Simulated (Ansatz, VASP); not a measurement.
Os in VASP and in Ansatz

```
CELL_PARAMETERS angstrom
0.00000 2.00335 1.97418
2.00335 0.00000 1.97418
2.00335 2.00335 0.00000
ATOMIC_POSITIONS crystal
Os 0.00000 0.00000 0.00000
```

Change from the starting cell: strain +0.030 along x and y, +0.015 along z, atoms carried along.

Alike in both runs: task single point; functional PBEsol; k mesh 20 × 20 × 20; occupations gaussian, width 0.15 eV; no spin polarisation.

|  | VASP | Ansatz |
| --- | --- | --- |
| version | VASP 6.6.1 | Ansatz 0.2.0 |
| potentials or method | VASP PAW PBE potentials, release 64 (Os), cutoff 520 eV | scalar-relativistic, plane waves, PAW |
| valence electrons in the cell | 8 | 16 |

Ansatz gave:

```
gap on the k mesh at the Fermi level (eV)                     : none
pressure (GPa)                                                : -39.8
traceless stress, the component that is largest in VASP (GPa) : 2.31
```

Problem. Which values does VASP return?

Solution. gap on the k mesh at the Fermi level (eV): none; pressure (GPa): -40.2; traceless stress, the component that is largest in VASP (GPa): 2.32.

VASP's potentials were made for PBE, not for PBEsol. A gap of «none» marks a metal or a gap that the smearing closes. Both programs put the cell under strong tension, so it lies far from rest at this level. The functional is the same, so the differences come from potentials, cutoffs and numerics. VASP's potentials hold 8 valence electrons a cell and Ansatz's 16, so a difference there can come from the potentials and not from the codes.

Neither program's run includes spin-orbit coupling. Noted on VASP's run: the cell as given lies far from equilibrium.
